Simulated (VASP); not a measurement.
# TiO2 (P4_2/mnm) in VASP: relaxation of the atoms with PBEsol

Aim: the relaxation of the atoms of TiO2 with PBEsol.

Program: VASP 6.6.1. These are calculated values, not measurements. Logs are shortened: lines on timing, memory, paths and dates and some standing lists are left out, and cuts for length are marked.

### 1 The cell of the first run

It takes space group P4_2/mnm (No. 136, tetragonal). The conventional cell has a = 4.591 Å, b = 4.591 Å, c = 2.939 Å, α = 90.00°, β = 90.00°, γ = 90.00°. Ti (site symmetry mmm) has 6 O at 1.94 to 1.98 Å within 2.6 Å. Within 2.6 Å of O (site symmetry m2m) lie 3 Ti at 1.94 to 1.98 Å and 1 O at 2.54 Å.

### 2 Relaxation of the atoms, PBEsol

File INCAR:

```
ALGO = Normal
EDIFF = 1E-6
EDIFFG = -0.001
ENCUT = 520
GGA = PS
IBRION = 2
ISIF = 2
ISMEAR = 0
LASPH = T
LCHARG = F
LREAL = F
LWAVE = F
NELM = 60
NSW = 60
PREC = Accurate
SIGMA = 0.05
```

File KPOINTS:

```
k-points
0
Gamma
  6 6 10
```

File POSCAR:

```
TiO2
1.0
    4.5912531431      0.0000000000      0.0000000000
    0.0000000000      4.5912531431      0.0000000000
    0.0000000000      0.0000000000      2.9390321706
Ti O
2 4
Direct
    0.0000000000      0.0000000000      0.0000000000
    0.5000000000      0.5000000000      0.5000000000
    0.3044354779      0.3044354779      0.0000000000
    0.8044354779      0.1955645221      0.5000000000
    0.1955645221      0.8044354779      0.5000000000
    0.6955645221      0.6955645221      0.0000000000
```

Potentials or basis: VASP PAW PBE potentials, release 64 (Ti_sv, O).

Launch:

```sh
$ cat potpaw_PBE.64/Ti_sv/POTCAR potpaw_PBE.64/O/POTCAR > POTCAR
$ mpirun -np 1 vasp_std > vasp.out
```

OUTCAR:

```text
EDIFF = 1E-6
   EDIFFG = -0.001
   ENCUT = 520
   GGA = PS
   IBRION = 2
   ISIF = 2
   ISMEAR = 0
   LASPH = T
   LREAL = F
   NELM = 60
   NSW = 60
   PREC = Accurate

 ion  position               nearest neighbor table
   1  0.000  0.000  0.000-   4 1.94   5 1.94   4 1.94   5 1.94   3 1.98   6 1.98
   2  0.500  0.500  0.500-   3 1.94   6 1.94   3 1.94   6 1.94   5 1.98   4 1.98
   3  0.304  0.304  0.000-   2 1.94   2 1.94   1 1.98
   4  0.804  0.196  0.500-   1 1.94   1 1.94   2 1.98
   5  0.196  0.804  0.500-   1 1.94   1 1.94   2 1.98
   6  0.696  0.696  0.000-   2 1.94   2 1.94   1 1.98

  LATTYP: Found a simple tetragonal cell.
 ALAT       =     4.5912531431
 C/A-ratio  =     0.6401372521

  Lattice vectors:

 A1 = (   4.5912531431,   0.0000000000,   0.0000000000)
 A2 = (   0.0000000000,   4.5912531431,   0.0000000000)
 A3 = (   0.0000000000,   0.0000000000,   2.9390321706)

Analysis of symmetry for initial positions (statically):
=====================================================================
 Subroutine PRICEL returns:
 Original cell was already a primitive cell.

 Routine SETGRP: Setting up the symmetry group for a
 simple tetragonal supercell.

 Subroutine GETGRP returns: Found 16 space group operations
 (whereof  8 operations were pure point group operations)
 out of a pool of 16 trial point group operations.

The static configuration has the point symmetry D_2h.
 The point group associated with its full space group is D_4h.

Analysis of symmetry for dynamics (positions and initial velocities):
=====================================================================
 Subroutine PRICEL returns:
 Original cell was already a primitive cell.

 Routine SETGRP: Setting up the symmetry group for a
 simple tetragonal supercell.

 Subroutine GETGRP returns: Found 16 space group operations
 (whereof  8 operations were pure point group operations)
 out of a pool of 16 trial point group operations.

The dynamic configuration has the point symmetry D_2h.
 The point group associated with its full space group is D_4h.

 Subroutine INISYM returns: Found 16 space group operations
 (whereof  8 operations are pure point group operations),
 and found     1 'primitive' translations

----------------------------------------------------------------------------------------

                                     Primitive cell

  volume of cell :      61.9536

  direct lattice vectors                    reciprocal lattice vectors
     4.591253143  0.000000000  0.000000000     0.217805459  0.000000000  0.000000000
     0.000000000  4.591253143  0.000000000     0.000000000  0.217805459  0.000000000
     0.000000000  0.000000000  2.939032171     0.000000000  0.000000000  0.340248062

  length of vectors
     4.591253143  4.591253143  2.939032171     0.217805459  0.217805459  0.340248062

  position of ions in fractional coordinates (direct lattice)
     0.000000000  0.000000000  0.000000000
     0.500000000  0.500000000  0.500000000
     0.304435478  0.304435478  0.000000000
     0.804435478  0.195564522  0.500000000
     0.195564522  0.804435478  0.500000000
     0.695564522  0.695564522  0.000000000

  ion indices of the primitive-cell ions
   primitive index   ion index
                 1           1
                 2           2
                 3           3
                 4           4
                 5           5
                 6           6

----------------------------------------------------------------------------------------

 KPOINTS: k-points

Automatic generation of k-mesh.
 Grid dimensions read from file:
[... 71 lines left out ...]
   ISIF   =      2    stress and relaxation
   ISYM   =      2    0-nonsym 1-usesym 2-fastsym
   POTIM  = 0.5000    time-step for ionic-motion
   TEBEG  =    0.0;   TEEND  =   0.0 temperature during run
   PSTRESS=    0.0 pullay stress
   NELECT =      48.0000    total number of electrons
   NUPDOWN=      -1.0000    fix difference up-down
   EMIN   =  10.00;   EMAX   =-10.00  energy-range for DOS
   EFERMI =   0.00;   METHOD = LEGACY
   ISMEAR =     0;   SIGMA  =   0.05  broadening in eV -4-tet -1-fermi 0-gaus
   EFERMI_NEDOS =   21; number of points for ismear=-14 and -15
   IALGO  =     38    algorithm
   IMIX   =      4    mixing-type and parameters
     AMIX     =   0.40;   BMIX     =  1.00
     AMIX_MAG =   1.60;   BMIX_MAG =  1.00
  volume/ion in A,a.u.               =      10.33        69.68
  Fermi-wavevector in a.u.,A,eV,Ry     =   1.503602  2.841396 30.760320  2.260820
  Thomas-Fermi vector in A             =   2.614691
   LORBIT       =      0    0 simple, 1 ext, 2 COOP (PROOUT), +10 PAW based schemes
   GGA     = PS    functional components
   LHFCALC =     F    Hartree Fock is set to
   AEXX    =    0.0000 exact exchange contribution
   IVDW    =     0    specifies the selected vdW correction
   LEPSILON=     F    determine dielectric tensor
   LRPA    =     F    only Hartree local field effects (RPA)
 conjugate gradient relaxation of ions
 non-spin polarized calculation
 Gauss-broadening in eV      SIGMA  =   0.05
  energy-cutoff  :      520.00
  volume of cell :       61.95
 maximum number of plane-waves:      1696
 NGX is ok and might be reduce to    36
   NGX = 17   NGY = 17   NGZ = 11

--------------------------------------- Ionic step        1  -------------------------------------------

 number of electron      48.0000020 magnetization

 Free energy of the ion-electron system (eV)
  ---------------------------------------------------
  ext. energy  EPLUGINS =         0.00000000
  ---------------------------------------------------
  free energy    TOTEN  =       -56.09834628 eV

  energy without entropy =      -56.09834628  energy(sigma->0) =      -56.09834628

------------------------ aborting loop because EDIFF is reached ----------------------------------------

  FORCE on cell =-STRESS in cart. coord.  units (eV):
  Direction    XX          YY          ZZ          XY          YZ          ZX
  --------------------------------------------------------------------------------------
  -------------------------------------------------------------------------------------
  Total        0.2180358      0.2180358      0.3308286     -0.0000000      0.0000000      0.0000000
  in kB        5.6386028      5.6386028      8.5555283     -0.0000000      0.0000000      0.0000000
  external PRESSURE =       6.6109113 kB  Pullay stress =       0.0000000 kB

 VOLUME and BASIS-vectors are now :
 -----------------------------------------------------------------------------
  energy-cutoff  :      520.00
  volume of cell :       61.95
      direct lattice vectors                 reciprocal lattice vectors
     4.591253143  0.000000000  0.000000000     0.217805459  0.000000000  0.000000000
     0.000000000  4.591253143  0.000000000     0.000000000  0.217805459  0.000000000
     0.000000000  0.000000000  2.939032171     0.000000000  0.000000000  0.340248062

 POSITION                                       TOTAL-FORCE (eV/Angst)
 -----------------------------------------------------------------------------------
      0.00000      0.00000      0.00000         0.000000      0.000000      0.000000
      2.29563      2.29563      1.46952         0.000000      0.000000      0.000000
      1.39774      1.39774      0.00000        -0.017313     -0.017313     -0.000000
      3.69337      0.89789      1.46952        -0.017313      0.017313      0.000000
      0.89789      3.69337      1.46952         0.017313     -0.017313     -0.000000
      3.19351      3.19351      0.00000         0.017313      0.017313      0.000000
 -----------------------------------------------------------------------------------
    total drift:                                0.000000      0.000000     -0.000000

  FREE ENERGIE OF THE ION-ELECTRON SYSTEM (eV)
  ---------------------------------------------------
  free  energy   TOTEN  =       -56.0983462833 eV

  energy  without entropy=      -56.0983462833  energy(sigma->0) =      -56.09834628

--------------------------------------- Ionic step        2  -------------------------------------------

 number of electron      48.0000019 magnetization

 Free energy of the ion-electron system (eV)
  ---------------------------------------------------
  ext. energy  EPLUGINS =         0.00000000
  ---------------------------------------------------
  free energy    TOTEN  =       -56.09840324 eV

  energy without entropy =      -56.09840324  energy(sigma->0) =      -56.09840324

 E-fermi :   5.1452     XC(G=0): -11.7430

 val. band max:        4.8050545666   @ k =   0.0000   0.0000   0.0000
 cond. band min:       6.6385639824   @ k =   0.0000   0.0000   0.0000
 fundamental gap:      1.8335094158
 Fermi energy:         5.1452355470

 k-point     1 :       0.0000    0.0000    0.0000
  band No.  band energies     occupation
      1     -51.8229      2.00000
      2     -51.8046      2.00000
      3     -28.2534      2.00000
      4     -28.2534      2.00000
      5     -28.0791      2.00000
      6     -28.0791      2.00000
[... 733 lines left out ...]
     27       7.9538      0.00000
     28       7.9538      0.00000

 [... further k-points ...]
[... 5 lines left out ...]
  --------------------------------------------------------------------------------------
  -------------------------------------------------------------------------------------
  Total        0.1994854      0.1994854      0.3036865      0.0000000      0.0000000      0.0000000
  in kB        5.1588729      5.1588729      7.8536074      0.0000000      0.0000000      0.0000000
  external PRESSURE =       6.0571177 kB  Pullay stress =       0.0000000 kB

 VOLUME and BASIS-vectors are now :
 -----------------------------------------------------------------------------
  energy-cutoff  :      520.00
  volume of cell :       61.95
      direct lattice vectors                 reciprocal lattice vectors
     4.591253143  0.000000000  0.000000000     0.217805459  0.000000000  0.000000000
     0.000000000  4.591253143  0.000000000     0.000000000  0.217805459  0.000000000
     0.000000000  0.000000000  2.939032171     0.000000000  0.000000000  0.340248062

 POSITION                                       TOTAL-FORCE (eV/Angst)
 -----------------------------------------------------------------------------------
      0.00000      0.00000      0.00000        -0.000000      0.000000      0.000000
      2.29563      2.29563      1.46952        -0.000000      0.000000      0.000000
      1.39691      1.39691      2.93903         0.000241      0.000241      0.000000
      3.69253      0.89872      1.46952         0.000241     -0.000241      0.000000
      0.89872      3.69253      1.46952        -0.000241      0.000241      0.000000
      3.19435      3.19435      0.00000        -0.000241     -0.000241      0.000000
 -----------------------------------------------------------------------------------
    total drift:                                0.000000      0.000000      0.000000

  FREE ENERGIE OF THE ION-ELECTRON SYSTEM (eV)
  ---------------------------------------------------
  free  energy   TOTEN  =       -56.0984032386 eV

  energy  without entropy=      -56.0984032386  energy(sigma->0) =      -56.09840324

 reached required accuracy - stopping structural energy minimisation
```

Wall time 3.2 min (1 thread of Oxide Virtual Turin-like, shared host); peak memory 0.2 GiB.

Results:

```
Free energy               : -56.0984 eV
Energy gained by relaxing : 0.0 meV/atom
Ionic steps               : 2
Pressure after relaxing   : 0.6 GPa
Band gap on the k mesh    : 1.83 eV
```

Final structure:
```
Ti O
1.0
     4.59125    0.00000    0.00000
     0.00000    4.59125    0.00000
     0.00000    0.00000    2.93903
Ti O
2 4
Cartesian
  0.0000 0.0000 0.0000
  2.2956 2.2956 1.4695
  1.3969 1.3969 2.9390
  3.6925 0.8987 1.4695
  0.8987 3.6925 1.4695
  3.1943 3.1943 0.0000
```

Caveat: the PAW data sets were made with another functional, which shifts forces and pressure a little. A k mesh can miss the band edges.
